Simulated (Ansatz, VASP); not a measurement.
Two plane-wave programs on SiC

```
Si C
1.0
     3.09520    0.00000    0.00000
    -1.54760    2.68052    0.00000
     0.00000    0.00000   15.18230
Si C
6 6
Direct
  0.33333 0.66667 0.14228
  0.66667 0.33333 0.64228
  0.00000 0.00000 0.47556
  0.00000 0.00000 0.97556
  0.66667 0.33333 0.30880
  0.33333 0.66667 0.80880
  0.00000 0.00000 0.35014
  0.00000 0.00000 0.85014
  0.33333 0.66667 0.01729
  0.66667 0.33333 0.51729
  0.66667 0.33333 0.18380
  0.33333 0.66667 0.68380
```

Alike in both runs: task relaxation of cell and atoms; functional PBE; k mesh 12 × 12 × 2; occupations gaussian, width 0.02 eV; no spin polarisation.

|  | VASP | Ansatz |
| --- | --- | --- |
| version | VASP 6.6.1 | Ansatz 0.2.0 |
| potentials or method | VASP PAW PBE potentials, release 64 (Si, C), cutoff 600 eV | scalar-relativistic, plane waves, PAW |
| valence electrons in the cell | 48 | 48 |

VASP gave:

```
gap on the k mesh at the Fermi level, each at its own relaxed structure (eV)  : 2.03
relaxed volume (Å³/atom)                                                      : 10.49
relaxed length of the cell vector where the two differ most in proportion (Å) : 15.181
```

Task: What did Ansatz give for the same quantities?

Result: gap on the k mesh at the Fermi level, each at its own relaxed structure (eV): 2.03; relaxed volume (Å³/atom): 10.50; relaxed length of the cell vector where the two differ most in proportion (Å): 15.188.
